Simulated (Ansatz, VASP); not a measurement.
Given: the input of a run of VASP 6.6.1 on AgRh.

Contents of POSCAR:

```
AgRh
1.0
    2.7589461066      0.0000000000      0.0000000000
   -1.3794730533      2.3893174160      0.0000000000
    0.0000000000      0.0000000000      4.7763285309
Ag Rh
1 1
Direct
    0.0000000000      0.0000000000      0.5000000000
    0.6666666667      0.3333333333      0.0000000000
```

INCAR.step1

```
SYSTEM = AgRh
  ALGO = Normal
  EDIFF = 1E-4
  ENCUT = 520
  GGA = PE
  ISMEAR = -1
  LASPH = .TRUE.
  LCHARG = .FALSE.
  LREAL = .FALSE.
  LWAVE = .TRUE.
  NBANDS = 20
  NELM = 60
  PREC = Accurate
  SIGMA = 0.05
```

Contents of INCAR.step2:

```
SYSTEM = AgRh
  ALGO = Normal
  EDIFF = 1E-7
  ENCUT = 520
  ISIF = 2
  ISMEAR = -1
  ISTART = 1
  LASPH = .TRUE.
  LCHARG = .FALSE.
  LMIXTAU = .TRUE.
  LREAL = .FALSE.
  LWAVE = .FALSE.
  METAGGA = R2SCAN
  NBANDS = 20
  NELM = 60
  PREC = Accurate
  SIGMA = 0.05
```

KPOINTS

```
k-points
0
G
  11 11 6
  0 0 0
```

Potentials or basis: VASP PAW PBE potentials, release 64 (Ag, Rh_pv).

Launch:

```console
$ cat potpaw_PBE.64/Ag/POTCAR potpaw_PBE.64/Rh_pv/POTCAR > POTCAR
$ cp INCAR.step1 INCAR
$ mpirun -np 1 vasp_std > vasp.out
$ cp INCAR.step2 INCAR
$ mpirun -np 1 vasp_std > vasp.out
```

Q: Translate it to Ansatz 0.2.0. Potentials there: Ansatz PAW.

A: As run (the cutoff follows the program's own potentials):

Contents of input.yaml:

```yaml
crystal:
  lattice:
    - [2.7589461066, 0.0, 0.0]
    - [-1.3794730533, 2.389317416, 0.0]
    - [0.0, 0.0, 4.7763285309]
  atoms:
    - { symbol: Ag, position: [0.0, 0.0, 0.5] }
    - { symbol: Rh, position: [0.6666666667, 0.3333333333, 0.0] }
hamiltonian:
  xc: r2scan
  pseudopotentials: { kind: paw }
kpoints:
  mp_grid: { grid: [11, 11, 6] }
scf:
  occupations: { method: fermi_dirac, width: 0.05 }
output:
  forces: true
  stress: true
  eigenvalues: true
```

Potentials or basis: Ansatz PAW.

Launch:

```console
$ ansatz run input.yaml --threads 2 --pin off --max-ram 5632MiB --backend cpu --events-out ev --progress --plain --runs-dir out
```

Both were run:

|  | VASP | Ansatz | Ansatz less VASP |
| --- | --- | --- | --- |
| gap on the k mesh at the Fermi level (eV) | none | none | - |
| pressure (GPa) | -3.1 | -3.6 | -0.50 |
| traceless stress, the component that is largest in VASP (GPa) | -0.43 | -0.31 | +0.124 |

VASP's potentials were made for PBE, not for r2SCAN. A gap of «none» marks a metal or a gap that the smearing closes. VASP's potentials hold 26 valence electrons a cell and Ansatz's 36, so a difference there can come from the potentials and not from the codes.
